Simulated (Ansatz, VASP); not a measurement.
# One calculation of TiC, two programs

File INCAR:

```
PREC     = Accurate       # precision mode
ENCUT    = 520            # plane-wave cutoff, eV
EDIFF    = 1E-7           # SCF threshold, eV
ISMEAR   = -1             # smearing method
SIGMA    = 0.03           # smearing width, eV
LREAL    = F              # projectors in reciprocal space
LASPH    = T              # aspherical terms in the spheres
NELM     = 60             # most SCF steps
ALGO     = Normal         # electronic algorithm
ISIF     = 2              # what is computed and relaxed
LWAVE    = F              # write WAVECAR
LCHARG   = F              # write CHGCAR
GGA      = PE             # functional
NBANDS   = 15             # bands
```

Contents of KPOINTS:

```
Automatic mesh
0
Gamma
  16 16 16
```

The input POSCAR:

```
TiC
1.0
   -0.0432800000      2.1423600000      2.1423600000
    2.1423600000     -0.0432800000      2.1423600000
    2.1423600000      2.1423600000     -0.0432800000
Ti C
1 1
Direct
    0.0000000000      0.0000000000      0.0000000000
    0.5000000000      0.5000000000      0.5000000000
```

Input for Ansatz:

```yaml
crystal:
  lattice:
    - [-0.04328, 2.14236, 2.14236]
    - [2.14236, -0.04328, 2.14236]
    - [2.14236, 2.14236, -0.04328]
  atoms:
    - { symbol: Ti, position: [0.0, 0.0, 0.0] }
    - { symbol: C, position: [0.5, 0.5, 0.5] }
kpoints:
  mp_grid: { grid: [16, 16, 16] }
  band_path:
    path:
      - [0.0, 0.0, 0.0]
      - [0.5, 0.5, 0.5]
      - [0.2551801333, 0.5, 0.7448198667]
      - [-0.2551801333, 0.2551801333, 0.5]
      - [0.0, 0.0, 0.5]
      - [0.0, 0.0, 0.0]
      - [-0.3775900666, 0.0, 0.3775900666]
      - [0.0, 0.3775900666, 0.6224099334]
      - [0.0, 0.5, 0.5]
    npoints: 5
scf:
  occupations: { method: fermi_dirac, width: 0.03 }
hamiltonian:
  xc: pbe
  pseudopotentials: { kind: all_electron, lapw: { basis_error: 0.001 } }
output:
  forces: true
  stress: true
  eigenvalues: true
```

Change from the starting cell: equal xy, yz and zx shear strains of -2 %.

Alike in both runs: task single point; functional PBE; k mesh 16 × 16 × 16; occupations fermi-dirac, width 0.03 eV; no spin polarisation.

```csv
,VASP,Ansatz
version,VASP 6.6.1,Ansatz 0.2.0
potentials or method,"VASP PAW PBE potentials, release 64 (Ti_sv, C), cutoff 520 eV","all-electron LAPW, scalar-relativistic"
```

|  | VASP | Ansatz | Ansatz less VASP |
| --- | --- | --- | --- |
| pressure (GPa) | 1.2 | 0.9 | -0.24 |
| traceless stress, the component that is largest in VASP (GPa) | 3.13 | 3.14 | +0.013 |

Ansatz ran all-electron here, and VASP with PAW potentials.
